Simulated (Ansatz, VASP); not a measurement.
**MgO: VASP beside Ansatz**

INCAR

```
PREC     = Accurate       # precision mode
ENCUT    = 520            # plane-wave cutoff, eV
EDIFF    = 1E-6           # SCF threshold, eV
ISMEAR   = 0              # smearing method
SIGMA    = 0.05           # smearing width, eV
LREAL    = F              # projectors in reciprocal space
LASPH    = T              # aspherical terms in the spheres
NELM     = 80             # most SCF steps
ALGO     = Normal         # electronic algorithm
ISIF     = 2              # what is computed and relaxed
LWAVE    = F              # write WAVECAR
LCHARG   = F              # write CHGCAR
GGA      = PS             # functional
NBANDS   = 16             # bands
```

Contents of KPOINTS:

```
Automatic mesh
0
Gamma
  9 9 6
```

POSCAR

```
MgO
1.0
    3.3722815741      0.0000000000      0.0000000000
   -1.6861407870      2.9204815119      0.0000000000
    0.0000000000      0.0000000000      4.8166297723
Mg O
2 2
Direct
    0.3333333333      0.6666666667      0.0508752499
    0.6666666667      0.3333333333      0.5508752499
    0.3333333333      0.6666666667      0.4009416620
    0.6666666667      0.3333333333      0.9009416620
```

Input for Ansatz:

```yaml
crystal:
  lattice:
    - [3.3722815741, 0.0, 0.0]
    - [-1.686140787, 2.9204815119, 0.0]
    - [0.0, 0.0, 4.8166297723]
  atoms:
    - { symbol: Mg, position: [0.3333333333, 0.6666666667, 0.0508752499] }
    - { symbol: Mg, position: [0.6666666667, 0.3333333333, 0.5508752499] }
    - { symbol: O, position: [0.3333333333, 0.6666666667, 0.400941662] }
    - { symbol: O, position: [0.6666666667, 0.3333333333, 0.900941662] }
basis:
  ecutwfc: 520.0
kpoints:
  mp_grid: { grid: [9, 9, 6] }
hamiltonian:
  xc: pbesol
  pseudopotentials: { kind: paw, azcp: { folder: soft_1 } }
scf:
  occupations: { method: gaussian, width: 0.05 }
output:
  forces: true
  stress: true
  eigenvalues: true
```

Alike in both runs: task single point; functional PBEsol; k mesh 9 × 9 × 6; occupations gaussian, width 0.05 eV; no spin polarisation.

|  | VASP | Ansatz |
| --- | --- | --- |
| version | VASP 6.6.1 | Ansatz 0.2.0 |
| potentials or method | VASP PAW PBE potentials, release 64 (Mg, O), cutoff 520 eV | scalar-relativistic, plane waves, PAW |
| valence electrons in the cell | 16 | 32 |

```tsv
	VASP	Ansatz	Ansatz less VASP
gap on the k mesh at the Fermi level (eV)	3.50	3.49	-0.006
least direct gap on the mesh (eV)	3.50	3.49	-0.008
pressure (GPa)	12.4	12.0	-0.38
traceless stress, the component that is largest in VASP (GPa)	43.55	42.05	-1.502
rms of the force components (eV/Å)	3.126	3.017	-0.1091
```

VASP's potentials were made for PBE, not for PBEsol, and Ansatz warns of the same on its side. Atom by atom the forces differ by 0.109 eV/Å (rms over components). VASP's potentials hold 16 valence electrons a cell and Ansatz's 32, so a difference there can come from the potentials and not from the codes.
